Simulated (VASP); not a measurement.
# ZnO (P6_3mc) in VASP: a series of runs

ZnO is run at these levels: LDA; tasks: single point, relaxation of cell and atoms.

Program: VASP 6.6.1. These are calculated values, not measurements. Logs are shortened: lines on timing, memory, paths and dates and some standing lists are left out, and cuts for length are marked.

**The experiment to reproduce.**

“Electronic structure of alkaline earth and post-transition metal oxides”, 2009, arxiv:0908.1581 quotes, for a bulk crystal of ZnO: band gap 3.37 eV.

The runs below are set against these values where they give the same quantity.

**1. The cell of the first run**

It takes space group P6_3mc (No. 186, hexagonal). Conventional cell: a = 3.187 Å, b = 3.187 Å, c = 5.154 Å, α = 90.00°, β = 90.00°, γ = 120.00°. Zn (site symmetry 3m) has 4 O at 1.94 to 1.95 Å within 2.6 Å. Within 2.6 Å of O (site symmetry 3m) lie 4 Zn at 1.94 to 1.95 Å.

**2. Single point, LDA**

File INCAR:

```
SYSTEM = ZnO
PREC = Accurate ; ENCUT = 520
EDIFF = 1E-7 ; ISMEAR = 0
SIGMA = 0.02 ; LREAL = .FALSE.
LASPH = .TRUE. ; NELM = 60
ALGO = Normal ; ISIF = 2
LWAVE = .FALSE. ; LCHARG = .TRUE.
LELF = .TRUE. ; LVHAR = .TRUE.
NBANDS = 26
```

File KPOINTS:

```
Automatic mesh
0
G
  12 12 6
  0 0 0
```

File POSCAR:

```
ZnO
1.0
    3.1868123898      0.0000000000      0.0000000000
   -1.5934061949      2.7598604867      0.0000000000
    0.0000000000      0.0000000000      5.1535583231
Zn O
2 2
Direct
    0.3333333333      0.6666666667      0.5003399761
    0.6666666667      0.3333333333      0.0003399761
    0.6666666667      0.3333333333      0.3786700239
    0.3333333333      0.6666666667      0.8786700239
```

Potentials or basis: VASP PAW LDA potentials, release 64 (Zn, O).

On the command line:

```
$ cat potpaw_LDA.64/Zn/POTCAR potpaw_LDA.64/O/POTCAR > POTCAR
$ mpirun -np 1 vasp_std > vasp.out
```

OUTCAR:

```text
SYSTEM = ZnO
   PREC = Accurate
   ENCUT = 520
   EDIFF = 1E-7
   ISMEAR = 0
   LREAL = .FALSE.
   LASPH = .TRUE.
   NELM = 60
   ISIF = 2

 ion  position               nearest neighbor table
   1  0.333  0.667  0.500-   3 1.94   3 1.94   3 1.94   4 1.95
   2  0.667  0.333  0.000-   4 1.94   4 1.94   4 1.94   3 1.95
   3  0.667  0.333  0.379-   1 1.94   1 1.94   1 1.94   2 1.95
   4  0.333  0.667  0.879-   2 1.94   2 1.94   2 1.94   1 1.95

  LATTYP: Found a hexagonal cell.
 ALAT       =     3.1868123898
 C/A-ratio  =     1.6171514645

  Lattice vectors:

 A1 = (   3.1868123898,   0.0000000000,   0.0000000000)
 A2 = (  -1.5934061949,   2.7598604867,   0.0000000000)
 A3 = (   0.0000000000,   0.0000000000,   5.1535583231)

Analysis of symmetry for initial positions (statically):
=====================================================================
 Subroutine PRICEL returns:
 Original cell was already a primitive cell.

 Routine SETGRP: Setting up the symmetry group for a
 hexagonal supercell.

 Subroutine GETGRP returns: Found 12 space group operations
 (whereof  6 operations were pure point group operations)
 out of a pool of 24 trial point group operations.

The static configuration has the point symmetry C_3v.
 The point group associated with its full space group is C_6v.

Analysis of symmetry for dynamics (positions and initial velocities):
=====================================================================
 Subroutine PRICEL returns:
 Original cell was already a primitive cell.

 Routine SETGRP: Setting up the symmetry group for a
 hexagonal supercell.

 Subroutine GETGRP returns: Found 12 space group operations
 (whereof  6 operations were pure point group operations)
 out of a pool of 24 trial point group operations.

The dynamic configuration has the point symmetry C_3v.
 The point group associated with its full space group is C_6v.

 Subroutine INISYM returns: Found 12 space group operations
 (whereof  6 operations are pure point group operations),
 and found     1 'primitive' translations

----------------------------------------------------------------------------------------

                                     Primitive cell

  volume of cell :      45.3264

  direct lattice vectors                    reciprocal lattice vectors
     3.186812390  0.000000000  0.000000000     0.313793182  0.181168578  0.000000000
    -1.593406195  2.759860487  0.000000000     0.000000000  0.362337156  0.000000000
     0.000000000  0.000000000  5.153558323     0.000000000  0.000000000  0.194040687

  length of vectors
     3.186812390  3.186812390  5.153558323     0.362337156  0.362337156  0.194040687

  position of ions in fractional coordinates (direct lattice)
     0.333333333  0.666666667  0.500339976
     0.666666667  0.333333333  0.000339976
     0.666666667  0.333333333  0.378670024
     0.333333333  0.666666667  0.878670024

  ion indices of the primitive-cell ions
   primitive index   ion index
                 1           1
                 2           2
                 3           3
                 4           4

----------------------------------------------------------------------------------------

 KPOINTS: Automatic mesh

Automatic generation of k-mesh.
 Grid dimensions read from file:
 generate k-points for:   12   12    6

 Generating k-lattice:

  Cartesian coordinates                     Fractional coordinates (reciprocal lattice)
     0.026149432  0.015097382  0.000000000     0.083333333 -0.000000000  0.000000000
     0.000000000  0.030194763  0.000000000     0.000000000  0.083333333  0.000000000
     0.000000000  0.000000000  0.032340115     0.000000000  0.000000000  0.166666667

  Length of vectors
     0.030194763  0.030194763  0.032340115

  Shift w.r.t. Gamma in fractional coordinates (k-lattice)
     0.000000000  0.000000000  0.000000000

 Subroutine IBZKPT returns following result:
 ===========================================

 Found     76 irreducible k-points:

 Following reciprocal coordinates:
            Coordinates               Weight
  0.000000  0.000000  0.000000      1.000000
  0.083333 -0.000000  0.000000      6.000000
  0.166667  0.000000  0.000000      6.000000
  0.250000  0.000000  0.000000      6.000000
  0.333333  0.000000  0.000000      6.000000
  0.416667  0.000000  0.000000      6.000000
[... 16 lines left out ...]
  0.250000  0.000000  0.166667     12.000000
  0.333333  0.000000  0.166667     12.000000
 [... further k-points ...]
   k-points           NKPTS =     76   k-points in BZ     NKDIM =     76   number of bands    NBANDS=     26
   number of dos      NEDOS =    301   number of ions     NIONS =      4
   total plane-waves  NPLWV =  23040
   dimension x,y,z NGX =    24 NGY =   24 NGZ =   40
   dimension x,y,z NGXF=    48 NGYF=   48 NGZF=   80
   ions per type =               2   2
   NGX,Y,Z   is equivalent  to a cutoff of  12.52, 12.52, 12.90 a.u.
   NGXF,Y,Z  is equivalent  to a cutoff of  25.04, 25.04, 25.81 a.u.
 SYSTEM =  ZnO
   PREC   = accura    normal or accurate (medium, high low for compatibility)
   ISTART =      0    job   : 0-new  1-cont  2-samecut
   ICHARG =      2    charge: 1-file 2-atom 10-const
   ISPIN  =      1    spin polarized calculation?
   LNONCOLLINEAR =      F non collinear calculations
   LSORBIT =      F    spin-orbit coupling
   LASPH  =      T    aspherical Exc in radial PAW
   ENCUT  =  520.0 eV  38.22 Ry    6.18 a.u.   5.93  5.93  9.58*2*pi/ulx,y,z
   NELM   =     60;   NELMIN=  2; NELMDL= -5     # of ELM steps
   EDIFF  = 0.1E-06   stopping-criterion for ELM
   LREAL  =      F    real-space projection
   EDIFFG = 0.1E-05   stopping-criterion for IOM
   NSW    =      0    number of steps for IOM
   IBRION =     -1    ionic relax: 0-MD 1-quasi-New 2-CG
   NFREE  =      0    steps in history (QN), initial steepest desc. (CG)
   ISIF   =      2    stress and relaxation
   ISYM   =      2    0-nonsym 1-usesym 2-fastsym
   POTIM  = 0.5000    time-step for ionic-motion
   TEBEG  =    0.0;   TEEND  =   0.0 temperature during run
   PSTRESS=    0.0 pullay stress
   NELECT =      36.0000    total number of electrons
   NUPDOWN=      -1.0000    fix difference up-down
   EMIN   =  10.00;   EMAX   =-10.00  energy-range for DOS
   EFERMI =   0.00;   METHOD = LEGACY
   ISMEAR =     0;   SIGMA  =   0.02  broadening in eV -4-tet -1-fermi 0-gaus
   EFERMI_NEDOS =   21; number of points for ismear=-14 and -15
   IALGO  =     38    algorithm
   IMIX   =      4    mixing-type and parameters
     AMIX     =   0.40;   BMIX     =  1.00
     AMIX_MAG =   1.60;   BMIX_MAG =  1.00
  volume/ion in A,a.u.               =      11.33        76.47
  Fermi-wavevector in a.u.,A,eV,Ry     =   1.516091  2.864997 31.273443  2.298533
  Thomas-Fermi vector in A             =   2.625528
   LORBIT       =      0    0 simple, 1 ext, 2 COOP (PROOUT), +10 PAW based schemes
   GGA     = CA    functional components
   LHFCALC =     F    Hartree Fock is set to
   AEXX    =    0.0000 exact exchange contribution
   IVDW    =     0    specifies the selected vdW correction
   LEPSILON=     F    determine dielectric tensor
   LRPA    =     F    only Hartree local field effects (RPA)
 non-spin polarized calculation
 Gauss-broadening in eV      SIGMA  =   0.02
  energy-cutoff  :      520.00
  volume of cell :       45.33
 maximum number of plane-waves:      1237
 NGX is ok and might be reduce to    24
   NGX = 11   NGY = 11   NGZ = 19

 number of electron      35.9999983 magnetization

 Free energy of the ion-electron system (eV)
  ---------------------------------------------------
  ext. energy  EPLUGINS =         0.00000000
  ---------------------------------------------------
  free energy    TOTEN  =       -21.15682569 eV

  energy without entropy =      -21.15682569  energy(sigma->0) =      -21.15682569

 E-fermi :   1.4865     XC(G=0): -11.7253

 val. band max:        1.3508154453   @ k =   0.0000   0.0000   0.0000
 cond. band min:       2.1598431448   @ k =   0.0000   0.0000   0.0000
 fundamental gap:      0.8090276995
 Fermi energy:         1.4864964596

 k-point     1 :       0.0000    0.0000    0.0000
  band No.  band energies     occupation
      1     -16.8735      2.00000
      2     -16.0310      2.00000
      3      -4.7751      2.00000
      4      -4.6810      2.00000
      5      -4.6810      2.00000
      6      -4.6442      2.00000
[... 18 lines left out ...]
     25      15.6649      0.00000
     26      15.6649      0.00000

 k-point     2 :       0.0833   -0.0000    0.0000
  band No.  band energies     occupation
      1     -16.8285      2.00000
      2     -16.0103      2.00000
      3      -4.7498      2.00000
      4      -4.6978      2.00000
      5      -4.6569      2.00000
      6      -4.6155      2.00000
[... 18 lines left out ...]
     25      15.5093      0.00000
     26      15.7664      0.00000

 k-point     3 :       0.1667    0.0000    0.0000
  band No.  band energies     occupation
      1     -16.7020      2.00000
      2     -15.9560      2.00000
      3      -4.8687      2.00000
      4      -4.5936      2.00000
      5      -4.5834      2.00000
      6      -4.5490      2.00000
[... 18 lines left out ...]
     25      15.4881      0.00000
     26      15.8626      0.00000

 k-point     4 :       0.2500    0.0000    0.0000
  band No.  band energies     occupation
      1     -16.5179      2.00000
      2     -15.8869      2.00000
      3      -4.9986      2.00000
      4      -4.6157      2.00000
      5      -4.5163      2.00000
      6      -4.4142      2.00000
[... 18 lines left out ...]
     25      14.8233      0.00000
     26      15.6998      0.00000
[... 496 lines left out ...]
      1     -16.6541      2.00000
      2     -16.0079      2.00000
      3      -4.9095      2.00000
      4      -4.7547      2.00000
      5      -4.5830      2.00000
      6      -4.5508      2.00000
[... 18 lines left out ...]
     25      14.6134      0.00000
     26      15.6344      0.00000

 k-point    23 :       0.2500    0.0000    0.1667
  band No.  band energies     occupation
      1     -16.4763      2.00000
      2     -15.9294      2.00000
      3      -5.0347      2.00000
      4      -4.7538      2.00000
      5      -4.5008      2.00000
      6      -4.4342      2.00000
[... 18 lines left out ...]
     25      14.8236      0.00000
     26      15.5641      0.00000

 k-point    24 :       0.3333    0.0000    0.1667
  band No.  band energies     occupation
      1     -16.2808      2.00000
      2     -15.8607      2.00000
      3      -5.1045      2.00000
      4      -4.7968      2.00000
      5      -4.4319      2.00000
      6      -4.2932      2.00000
[... 18 lines left out ...]
     25      14.8625      0.00000
     26      15.5426      0.00000

 [... further k-points ...]
[... 5 lines left out ...]
  --------------------------------------------------------------------------------------
  -------------------------------------------------------------------------------------
  Total        0.3690411      0.3690411      0.3582155      0.0000000      0.0000000      0.0000000
  in kB       13.0447113     13.0447113     12.6620528      0.0000000      0.0000000      0.0000000
  external PRESSURE =      12.9171585 kB  Pullay stress =       0.0000000 kB

 VOLUME and BASIS-vectors are now :
 -----------------------------------------------------------------------------
  energy-cutoff  :      520.00
  volume of cell :       45.33
      direct lattice vectors                 reciprocal lattice vectors
     3.186812390  0.000000000  0.000000000     0.313793182  0.181168578  0.000000000
    -1.593406195  2.759860487  0.000000000     0.000000000  0.362337156  0.000000000
     0.000000000  0.000000000  5.153558323     0.000000000  0.000000000  0.194040687

 POSITION                                       TOTAL-FORCE (eV/Angst)
 -----------------------------------------------------------------------------------
     -0.00000      1.83991      2.57853         0.000000     -0.000000      0.000883
      1.59341      0.91995      0.00175         0.000000      0.000000      0.000883
      1.59341      0.91995      1.95150        -0.000000      0.000000     -0.000883
     -0.00000      1.83991      4.52828         0.000000     -0.000000     -0.000883
 -----------------------------------------------------------------------------------
    total drift:                                0.000001      0.000001      0.000024

  FREE ENERGIE OF THE ION-ELECTRON SYSTEM (eV)
  ---------------------------------------------------
  free  energy   TOTEN  =       -21.1568256858 eV

  energy  without entropy=      -21.1568256858  energy(sigma->0) =      -21.15682569
```

It took 31 s on 1 thread of Intel Xeon 6975P-C (Granite Rapids), shared host; peak memory 0.18 GiB.

Results:

| Quantity | Value |
| --- | --- |
| Free energy | -21.1568 eV |
| Pressure | 1.3 GPa |
| Band gap on the k mesh | 0.81 eV, direct |

Levels at points of the mesh, in eV from the valence-band top:
```csv
k point,band 16,band 17,band 18,band 19,band 20,band 21
"(0.00, 0.00, 0.00)",-0.10,0.00,0.00,0.81,5.30,8.20
"(0.50, 0.00, 0.00)",-2.45,-1.41,-0.91,5.89,6.77,7.45
"(0.00, 0.00, 0.50)",-0.43,-0.43,-0.43,3.49,3.49,10.06
"(0.50, 0.00, 0.50)",-1.63,-1.50,-1.50,5.64,5.64,8.58
```

**3. Single point, LDA**

File INCAR:

```
SYSTEM = ZnO
PREC = Accurate
ENCUT = 520
EDIFF = 1E-7
ISMEAR = 0
SIGMA = 0.01
LREAL = .False.
LASPH = .True.
NELM = 80
ALGO = Normal
ISIF = 2
LWAVE = .False.
LCHARG = .True.
LELF = .True.
LVHAR = .True.
NBANDS = 26
```

File KPOINTS:

```
Automatic mesh
0
Gamma
  12 12 6
  0 0 0
```

File POSCAR:

```
ZnO
1.0
    3.1868477254      0.0000000000      0.0000000000
   -1.5934238627      2.7598910882      0.0000000000
    0.0000000000      0.0000000000      5.1528337936
Zn O
2 2
Direct
    0.3333333333      0.6666666667      0.5003194643
    0.6666666667      0.3333333333      0.0003194643
    0.6666666667      0.3333333333      0.3786905357
    0.3333333333      0.6666666667      0.8786905357
```

Potentials or basis: VASP PAW LDA potentials, release 64 (Zn, O).

On the command line:

```
$ cat potpaw_LDA.64/Zn/POTCAR potpaw_LDA.64/O/POTCAR > POTCAR
$ mpirun -np 1 vasp_std > vasp.out
```

Wall time 32 s (1 thread of Intel Xeon 6975P-C (Granite Rapids), shared host); peak memory 0.18 GiB.

The run converged. Its results:

```
Free energy            : -21.1568 eV
Pressure               : 1.3 GPa
Band gap on the k mesh : 0.81 eV, direct
```

Levels at points of the mesh, in eV from the valence-band top:
| k point | band 16 | band 17 | band 18 | band 19 | band 20 | band 21 |
| --- | --- | --- | --- | --- | --- | --- |
| (0.00, 0.00, 0.00) | -0.10 | 0.00 | 0.00 | 0.81 | 5.30 | 8.20 |
| (0.50, 0.00, 0.00) | -2.45 | -1.41 | -0.91 | 5.89 | 6.77 | 7.45 |
| (0.00, 0.00, 0.50) | -0.43 | -0.43 | -0.43 | 3.50 | 3.50 | 10.06 |
| (0.50, 0.00, 0.50) | -1.63 | -1.50 | -1.50 | 5.64 | 5.64 | 8.58 |

[end of part 1 of 2]
